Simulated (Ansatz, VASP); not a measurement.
# Two plane-wave programs on Na

Contents of INCAR:

```
SYSTEM = Na
PREC = Accurate
ENCUT = 520
EDIFF = 1E-7
ISMEAR = 0
SIGMA = 0.15
LREAL = .FALSE.
LASPH = .TRUE.
NELM = 100
ALGO = Normal
ISIF = 2
LWAVE = .FALSE.
LCHARG = .FALSE.
GGA = PE
NBANDS = 14
```

Contents of KPOINTS:

```
Automatic mesh
0
G
  15 15 8
  0 0 0
```

POSCAR

```
Na
1.0
    3.5786509477      0.0000000000      0.0000000000
   -1.7893254739      3.0992026320      0.0000000000
    0.0000000000      0.0000000000      6.4617000000
Na
2
Direct
    0.3333333333      0.6666666667      0.2500000000
    0.6666666667      0.3333333333      0.7500000000
```

Input for Ansatz:

```yaml
crystal:
  lattice:
    - [3.5786509477, 0.0, 0.0]
    - [-1.7893254739, 3.099202632, 0.0]
    - [0.0, 0.0, 6.4617]
  atoms:
    - { symbol: Na, position: [0.3333333333, 0.6666666667, 0.25] }
    - { symbol: Na, position: [0.6666666667, 0.3333333333, 0.75] }
basis:
  ecutwfc: 420
kpoints:
  mp_grid: { grid: [15, 15, 8] }
hamiltonian:
  xc: pbe
scf:
  occupations: { method: gaussian, width: 0.15 }
output:
  forces: true
  stress: true
  eigenvalues: true
```

Change from the starting cell: strain -0.050 along x and y, +0.050 along z, atoms carried along.

Alike in both runs: task single point; functional PBE; k mesh 15 × 15 × 8; occupations gaussian, width 0.15 eV; no spin polarisation.

```csv
,VASP,Ansatz
version,VASP 6.6.1,Ansatz 0.2.0
potentials or method,"VASP PAW PBE potentials, release 64 (Na_pv), cutoff 520 eV","scalar-relativistic, plane waves, PAW"
valence electrons in the cell,14,18
```

```csv
,VASP,Ansatz,Ansatz less VASP
gap on the k mesh at the Fermi level (eV),none,none,-
pressure (GPa),0.3,0.3,0.00
"traceless stress, the component that is largest in VASP (GPa)",-0.91,-0.91,0.000
```

A gap of «none» marks a metal or a gap that the smearing closes. VASP's potentials hold 14 valence electrons a cell and Ansatz's 18, so a difference there can come from the potentials and not from the codes.
